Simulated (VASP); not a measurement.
# In (Im-3m) in VASP: further runs

In is run at these levels: r2SCAN; tasks: relaxation of cell and atoms, single point.

Everything below comes from runs of VASP 6.6.1. Logs are shortened: lines on timing, memory, paths and dates and some standing lists are left out, and cuts for length are marked.

### Step 1. The cell of the first run

It takes space group Im-3m (No. 229, cubic). The conventional cell has a = 3.739 Å, b = 3.739 Å, c = 3.739 Å, α = 90.00°, β = 90.00°, γ = 90.00°. In (site symmetry m-3m) has 14 In at 3.24 to 3.74 Å within 4.3 Å.

### Step 2. Relaxation of cell and atoms, r2SCAN

POSCAR reads:

```
In
1.0
   -1.8696844469      1.8696844469      1.8696844469
    1.8696844469     -1.8696844469      1.8696844469
    1.8696844469      1.8696844469     -1.8696844469
In
1
Direct
    0.0000000000      0.0000000000      0.0000000000
```

INCAR.step1 reads:

```
SYSTEM = In
ALGO = Normal ; EDIFF = 1E-5
EDIFFG = -0.005 ; ENCUT = 550
GGA = PE ; GGA_COMPAT = .False.
IBRION = 2 ; ISIF = 3
ISMEAR = -1 ; LASPH = .True.
LCHARG = .False. ; LREAL = .False.
LWAVE = .True. ; NELM = 120
NELMIN = 4 ; NSW = 100
PREC = Accurate ; SIGMA = 0.1
```

INCAR.step2 reads:

```
SYSTEM = In
ALGO = Normal ; EDIFF = 1E-7
EDIFFG = -0.01 ; ENCUT = 550
GGA_COMPAT = .False. ; IBRION = 2
ISIF = 3 ; ISMEAR = -1
ISTART = 1 ; LASPH = .True.
LCHARG = .False. ; LMIXTAU = .True.
LREAL = .False. ; LWAVE = .False.
METAGGA = R2SCAN ; NELM = 120
NELMIN = 4 ; NSW = 80
PREC = Accurate ; SIGMA = 0.1
```

KPOINTS reads:

```
k-points
0
Gamma
  12 12 12
  0 0 0
```

Potentials or basis: VASP PAW PBE potentials, release 64 (In_d).

Started as:

```console
cat potpaw_PBE.64/In_d/POTCAR > POTCAR
cp INCAR.step1 INCAR
mpirun -np 1 vasp_std > vasp.out
cp INCAR.step2 INCAR
mpirun -np 1 vasp_std > vasp.out
```

OUTCAR:

```text
SYSTEM = In
   EDIFF = 1E-7
   EDIFFG = -0.01
   ENCUT = 550
   IBRION = 2
   ISIF = 3
   ISMEAR = -1
   ISTART = 1
   LASPH = .True.
   LREAL = .False.
   METAGGA = R2SCAN
   NELM = 120
   NELMIN = 4
   NSW = 80
   PREC = Accurate

 ion  position               nearest neighbor table
   1  0.000  0.000  0.000-

  LATTYP: Found a body centered cubic cell.
 ALAT       =     3.7393688938

  Lattice vectors:

 A1 = (  -1.8696844469,   1.8696844469,   1.8696844469)
 A2 = (   1.8696844469,  -1.8696844469,   1.8696844469)
 A3 = (   1.8696844469,   1.8696844469,  -1.8696844469)

Analysis of symmetry for initial positions (statically):
=====================================================================
 Subroutine PRICEL returns:
 Original cell was already a primitive cell.

 Routine SETGRP: Setting up the symmetry group for a
 body centered cubic supercell.

 Subroutine GETGRP returns: Found 48 space group operations
 (whereof 48 operations were pure point group operations)
 out of a pool of 48 trial point group operations.

The static configuration has the point symmetry O_h .

Analysis of symmetry for dynamics (positions and initial velocities):
=====================================================================
 Subroutine PRICEL returns:
 Original cell was already a primitive cell.

 Routine SETGRP: Setting up the symmetry group for a
 body centered cubic supercell.

 Subroutine GETGRP returns: Found 48 space group operations
 (whereof 48 operations were pure point group operations)
 out of a pool of 48 trial point group operations.

The dynamic configuration has the point symmetry O_h .

 Subroutine INISYM returns: Found 48 space group operations
 (whereof 48 operations are pure point group operations),
 and found     1 'primitive' translations

----------------------------------------------------------------------------------------

                                     Primitive cell

  volume of cell :      26.1436

  direct lattice vectors                    reciprocal lattice vectors
    -1.869684447  1.869684447  1.869684447     0.000000000  0.267424806  0.267424806
[... 141 lines left out ...]
  Total        0.1455619      0.1455619      0.1455619      0.0000000     -0.0000000     -0.0000000
  in kB        8.9205844      8.9205844      8.9205844      0.0000000     -0.0000000     -0.0000000
  external PRESSURE =       8.9205844 kB  Pullay stress =       0.0000000 kB

 VOLUME and BASIS-vectors are now :
 -----------------------------------------------------------------------------
  energy-cutoff  :      550.00
  volume of cell :       26.14
      direct lattice vectors                 reciprocal lattice vectors
    -1.869684447  1.869684447  1.869684447     0.000000000  0.267424806  0.267424806
     1.869684447 -1.869684447  1.869684447     0.267424806  0.000000000  0.267424806
     1.869684447  1.869684447 -1.869684447     0.267424806  0.267424806  0.000000000

 POSITION                                       TOTAL-FORCE (eV/Angst)
 -----------------------------------------------------------------------------------
      0.00000      0.00000      0.00000         0.000000      0.000000      0.000000
 -----------------------------------------------------------------------------------
    total drift:                                0.000000     -0.000000      0.000000

  FREE ENERGIE OF THE ION-ELECTRON SYSTEM (eV)
  ---------------------------------------------------
  free  energy   TOTEN  =       -22.5527272545 eV

  energy  without entropy=      -22.5373646143  energy(sigma->0) =      -22.54504593

--------------------------------------- Ionic step        2  -------------------------------------------

 number of electron      12.9999996 magnetization

 Free energy of the ion-electron system (eV)
  ---------------------------------------------------
  ext. energy  EPLUGINS =         0.00000000
  ---------------------------------------------------
  free energy    TOTEN  =       -22.55421625 eV

  energy without entropy =      -22.53869460  energy(sigma->0) =      -22.54645542

 E-fermi :   7.2702     XC(G=0): -10.9663

 val. band max:        7.2645490569   @ k =  -0.4167   0.4167   0.2500
 cond. band min:       7.3797754943   @ k =   0.2500   0.2500   0.2500
 fundamental gap:      0.1152264374
 Fermi energy:         7.2701549514

 k-point     1 :       0.0000    0.0000    0.0000
  band No.  band energies     occupation
      1      -8.0002      2.00000
      2      -8.0002      2.00000
      3      -8.0002      2.00000
      4      -7.7174      2.00000
      5      -7.7174      2.00000
      6      -2.6207      2.00000
      7      18.7740      0.00000
      8      18.7740      0.00000
      9      18.7740      0.00000
     10      20.9743      0.00000
[... 287 lines left out ...]
 k-point    24 :       0.4167    0.0833    0.0833
  band No.  band energies     occupation
      1      -8.0915      2.00000
      2      -8.0043      2.00000
      3      -7.7307      2.00000
      4      -7.7212      2.00000
      5      -7.6045      2.00000
      6       3.4727      2.00000
      7       4.3571      2.00000
      8      11.3664      0.00000
      9      12.6506      0.00000
     10      20.4792      0.00000

 [... further k-points ...]

------------------------ aborting loop because EDIFF is reached ----------------------------------------

  FORCE on cell =-STRESS in cart. coord.  units (eV):
  Direction    XX          YY          ZZ          XY          YZ          ZX
  --------------------------------------------------------------------------------------
  -------------------------------------------------------------------------------------
  Total       -0.0008935     -0.0008935     -0.0008935      0.0000000      0.0000000      0.0000000
  in kB       -0.0536173     -0.0536173     -0.0536173      0.0000000      0.0000000      0.0000000
  external PRESSURE =      -0.0536173 kB  Pullay stress =       0.0000000 kB

 VOLUME and BASIS-vectors are now :
 -----------------------------------------------------------------------------
  energy-cutoff  :      550.00
  volume of cell :       26.70
      direct lattice vectors                 reciprocal lattice vectors
    -1.882813916  1.882813916  1.882813916     0.000000000  0.265559966  0.265559966
     1.882813916 -1.882813916  1.882813916     0.265559966  0.000000000  0.265559966
     1.882813916  1.882813916 -1.882813916     0.265559966  0.265559966  0.000000000

 POSITION                                       TOTAL-FORCE (eV/Angst)
 -----------------------------------------------------------------------------------
      0.00000      0.00000      0.00000         0.000000      0.000000     -0.000000
 -----------------------------------------------------------------------------------
    total drift:                                0.000000      0.000000      0.000000

  FREE ENERGIE OF THE ION-ELECTRON SYSTEM (eV)
  ---------------------------------------------------
  free  energy   TOTEN  =       -22.5542162452 eV

  energy  without entropy=      -22.5386945971  energy(sigma->0) =      -22.54645542

 reached required accuracy - stopping structural energy minimisation
```

OUTCAR.step1:

```text
SYSTEM = In
   EDIFF = 1E-5
   EDIFFG = -0.005
   ENCUT = 550
   GGA = PE
   IBRION = 2
   ISIF = 3
   ISMEAR = -1
   LASPH = .True.
   LREAL = .False.
   NELM = 120
   NELMIN = 4
   NSW = 100
   PREC = Accurate

[... 627 lines left out ...]

 k-point     1 :       0.0000    0.0000    0.0000
  band No.  band energies     occupation
      1      -7.7612      2.00000
      2      -7.7612      2.00000
      3      -7.7612      2.00000
      4      -7.5234      2.00000
      5      -7.5234      2.00000
      6      -2.2747      2.00000
      7      17.3281      0.00000
      8      17.3281      0.00000
      9      17.3281      0.00000
     10      19.6794      0.00000
[... 327 lines left out ...]
  FREE ENERGIE OF THE ION-ELECTRON SYSTEM (eV)
  ---------------------------------------------------
  free  energy   TOTEN  =        -2.5534454235 eV

  energy  without entropy=       -2.5362648188  energy(sigma->0) =       -2.54485512

 reached required accuracy - stopping structural energy minimisation
```

OSZICAR.step1:

```text
N       E                     dE             d eps       ncg     rms          rms(c)
DAV:   1     0.709457268004E+02    0.70946E+02   -0.68115E+03  1442   0.173E+03
DAV:   2     0.175336326257E+00   -0.70770E+02   -0.69856E+02  1472   0.293E+02
DAV:   3    -0.250594492475E+01   -0.26813E+01   -0.26730E+01  1684   0.648E+01
DAV:   4    -0.256718251707E+01   -0.61238E-01   -0.61221E-01  1860   0.985E+00
[... 22 lines left out ...]
       N       E                     dE             d eps       ncg     rms          rms(c)
DAV:   1    -0.255366444233E+01   -0.21901E-03   -0.56300E-03  1656   0.174E+00    0.901E-02
DAV:   2    -0.255347341172E+01    0.19103E-03   -0.42609E-04  1632   0.483E-01    0.312E-02
DAV:   3    -0.255344705221E+01    0.26360E-04   -0.91156E-05  1516   0.215E-01    0.134E-02
DAV:   4    -0.255344542349E+01    0.16287E-05   -0.14302E-06   818   0.139E-02
   4 F= -.25534454E+01 E0= -.25448551E+01  d E =-.120264E-01
```

Run time: 5.6 min. Hardware: 1 thread of AMD EPYC 9R45 (Zen 5), shared host; peak memory 0.14 GiB.

Results:

```
Free energy                            : -22.5542 eV
Relaxed volume                         : 26.70 Å³/atom
Relaxed cell                           : a = 3.261 Å, b = 3.261 Å, c = 3.261 Å, α = 109.47°, β = 109.47°, γ = 109.47°
Space group after relaxing (to 0.05 Å) : Im-3m (No. 229)
Energy gained by relaxing              : 1.5 meV/atom
Ionic steps                            : 2
Pressure after relaxing                : 0.0 GPa
```

The path:
| step | energy change (eV) | largest force (eV/Å) | pressure (GPa) | volume (Å³) |
| --- | --- | --- | --- | --- |
| 1 | 0.0000 | 0.0000 | 0.89 | 26.14 |
| 2 | -0.0015 | 0.0000 | -0.01 | 26.70 |

Final structure:
```
In
1.0
    -1.88281    1.88281    1.88281
     1.88281   -1.88281    1.88281
     1.88281    1.88281   -1.88281
In
1
Cartesian
  0.0000 0.0000 0.0000
```

Levels at points of the mesh, in eV from the Fermi level:
| k point | band 4 | band 5 | band 6 | band 7 | band 8 | band 9 |
| --- | --- | --- | --- | --- | --- | --- |
| (0.00, 0.00, 0.00) | -14.99 | -14.99 | -9.89 | 11.50 | 11.50 | 11.50 |
| (0.50, 0.00, 0.00) | -14.99 | -14.82 | -4.06 | -3.32 | 6.09 | 7.73 |
| (0.50, 0.50, 0.50) | -14.86 | -14.86 | 1.17 | 1.25 | 1.25 | 1.25 |

Caveat: the PAW data sets were made with another functional, which shifts forces and pressure a little; spin-orbit coupling is left out, which moves the levels of the heavy elements.

[end of part 1 of 2]
